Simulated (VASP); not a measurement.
Runs of VASP 6.6.1 on NaCl. The structure is that of space group Fm-3m (No. 225), or close to it. The cells are those of the table. 

```csv
level,cell,k mesh,gap on the mesh (eV),pressure (GPa)
PBE,"a = 3.983 Å, angles 60.0°, 2 atoms",6 × 6 × 6,5.12,0.8
r2SCAN,"a = 3.554 Å, angles 60.0°, 2 atoms",8 × 8 × 8,7.80,19.2
r2SCAN,"a = 3.618 Å, angles 60.0°, 2 atoms",8 × 8 × 8,7.44,14.2
r2SCAN,"a = 3.911 Å, angles 60.0°, 2 atoms",6 × 6 × 6,(c),(a)
r2SCAN,"a = 4.028 Å, angles 60.0°, 2 atoms",6 × 6 × 6,5.80,-1.4
r2SCAN,"a = 4.017 Å, angles 60.0°, 2 atoms",6 × 6 × 6,5.83,-1.2
r2SCAN,"a = 3.965 Å, angles 60.0°, 2 atoms",6 × 6 × 6,(b),-0.2
r2SCAN,"a = 3.741 Å, angles 60.0°, 2 atoms",6 × 6 × 6,6.84,6.9
```

Alike in all rows: task single point; potentials or basis VASP PAW PBE potentials, release 64 (Na_pv, Cl); no spin polarisation; cutoff (eV) 520; smearing gaussian 0.05 eV.

Question: Estimate the missing entries.

Answer: (a) 1.1; (b) 5.99; (c) 6.17.

Caveats: the PAW data sets were made with another functional, which shifts forces and pressure a little (some runs).

A k mesh can miss the band edges.
